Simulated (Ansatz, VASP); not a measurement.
One calculation of BaTiO3, two programs

```
CELL_PARAMETERS angstrom
3.87427 0.00000 0.00000
0.00000 3.87427 0.00000
0.00000 0.00000 3.87427
ATOMIC_POSITIONS crystal
Ba 0.00000 0.00000 0.00000
Ti 0.50000 0.50000 0.50000
O 0.50000 0.50000 0.00000
O 0.50000 0.00000 0.50000
O 0.00000 0.50000 0.50000
```

Change from the starting cell: hydrostatic strain -3.0%.

Alike in both runs: task single point; functional r2SCAN; k mesh 6 × 6 × 6; no spin polarisation.

|  | VASP | Ansatz |
| --- | --- | --- |
| version | VASP 6.6.1 | Ansatz 0.2.0 |
| potentials or method | VASP PAW PBE potentials, release 64 (Ba_sv, Ti_sv, O) | plane waves, PAW |
| plane-wave cutoff (eV) | 520 | 500 |
| occupations | gaussian, width 0.01 eV | fixed |
| valence electrons in the cell | 40 | 40 |

|  | VASP | Ansatz | Ansatz less VASP |
| --- | --- | --- | --- |
| gap on the k mesh at the Fermi level (eV) | 2.36 | 2.39 | +0.028 |
| pressure (GPa) | 23.0 | 20.2 | -2.81 |

VASP's potentials were made for PBE, not for r2SCAN.

Spin-orbit coupling is off throughout.
